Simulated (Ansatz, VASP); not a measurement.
## One calculation of TiAl3, two programs

```xyz
4
Lattice="2.7814 0.0000 0.0000 0.0000 4.6708 0.0000 0.0000 0.0000 4.8925" Properties=species:S:1:pos:R:3 pbc="T T T"
Ti    0.0000    2.3354    0.7984
Al    1.3907    2.3354    3.2490
Al    1.3907    0.0000    1.6296
Al    0.0000    0.0000    4.1081
```

Alike in both runs: task single point; functional PBEsol; k mesh 6 × 4 × 4; occupations gaussian, width 0.1 eV; no spin polarisation.

|  | VASP | Ansatz |
| --- | --- | --- |
| version | VASP 6.6.1 | Ansatz 0.2.0 |
| potentials or method | VASP PAW PBE potentials, release 64 (Ti_sv, Al), cutoff 520 eV | scalar-relativistic, plane waves, PAW |
| valence electrons in the cell | 21 | 21 |

|  | VASP | Ansatz | Ansatz less VASP |
| --- | --- | --- | --- |
| gap on the k mesh at the Fermi level (eV) | none | none | - |
| pressure (GPa) | 0.1 | 0.0 | -0.08 |
| traceless stress, the component that is largest in VASP (GPa) | -0.44 | -0.43 | +0.010 |
| rms of the force components (eV/Å) | 0.013 | 0.014 | +0.0007 |

VASP's potentials were made for PBE, not for PBEsol, and Ansatz warns of the same on its side. Atom by atom the forces differ by 0.001 eV/Å (rms over components). A gap of «none» marks a metal or a gap that the smearing closes. With one functional, cell and mesh, what is left measures potentials, basis and numerics.

The k mesh is coarse, so the values compare programs but aren't converged.
